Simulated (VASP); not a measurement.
A run of VASP 6.6.1 is set up as follows.

Contents of INCAR:

```
  ALGO = Normal
  EDIFF = 1E-6
  ENCUT = 520
  GGA = CA
  ISIF = 2
  ISMEAR = 0
  LASPH = True
  LCHARG = True
  LELF = True
  LREAL = False
  LVHAR = True
  LWAVE = False
  NBANDS = 15
  NELM = 80
  PREC = Accurate
  SIGMA = 0.05
```

The input KPOINTS:

```
k-points
0
Gamma
  6 6 6
```

POSCAR

```
RbBr
1.0
    0.0000000000      3.4275000000      3.4275000000
    3.4275000000      0.0000000000      3.4275000000
    3.4275000000      3.4275000000      0.0000000000
Rb Br
1 1
Direct
    0.0000000000      0.0000000000     -0.1237823687
    0.5000000000      0.5000000000      0.5000000000
```

Potentials or basis: VASP PAW LDA potentials, release 64 (Rb_sv, Br).

Run with:

```bash
$ cat potpaw_LDA.64/Rb_sv/POTCAR potpaw_LDA.64/Br/POTCAR > POTCAR
$ mpirun -np 1 vasp_std > vasp.out
```

(1) What does it give for the pressure?

(2) What does it give for the band gap on the k mesh?

(3) Predict the largest force.

Answers

(1) 0.6 GPa.

(2) 4.03 eV.

(3) 0.782 eV/Å.

Caveat: the cell differs from its parent crystal (atom 1 (Rb) moved by (-0.600, +0.000) A along [1 1 0] and z).
